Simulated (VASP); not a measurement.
A run of VASP 6.6.1 is set up as follows.

File INCAR:

```
SYSTEM = Ca
ALGO = Normal
EDIFF = 1E-7
EDIFFG = -0.05
ENCUT = 600
GGA = PE
IBRION = 2
ISIF = 3
ISMEAR = 1
LASPH = .True.
LCHARG = .False.
LREAL = .False.
LWAVE = .False.
NELM = 60
NSW = 60
PREC = Accurate
SIGMA = 0.05
```

Contents of KPOINTS:

```
k-points
0
Gamma
  11 11 11
  0 0 0
```

File POSCAR:

```
Ca
1.0
    2.6150000000      0.0000000000      0.0000000000
    0.0000000000      2.6150000000      0.0000000000
    0.0000000000      0.0000000000      2.6150000000
Ca
1
Direct
    0.0000000000      0.0000000000      0.0000000000
```

Potentials or basis: VASP PAW PBE potentials, release 64 (Ca_sv).

Launch:

```sh
$ cat potpaw_PBE.64/Ca_sv/POTCAR > POTCAR
$ mpirun -np 1 vasp_std > vasp.out
```

Predict the space group after relaxing (to 0.05 Å).

Pm-3m (No. 221).

Predict the relaxed cell.

a = 3.519 Å, b = 3.519 Å, c = 3.519 Å, α = 90.00°, β = 90.00°, γ = 90.00°.

Final structure:
```
CELL_PARAMETERS angstrom
3.51899 0.00000 0.00000
0.00000 3.51899 0.00000
0.00000 0.00000 3.51899
ATOMIC_POSITIONS crystal
Ca 0.00000 0.00000 0.00000
```

 PBE usually gives volumes a little too large and moduli too small.
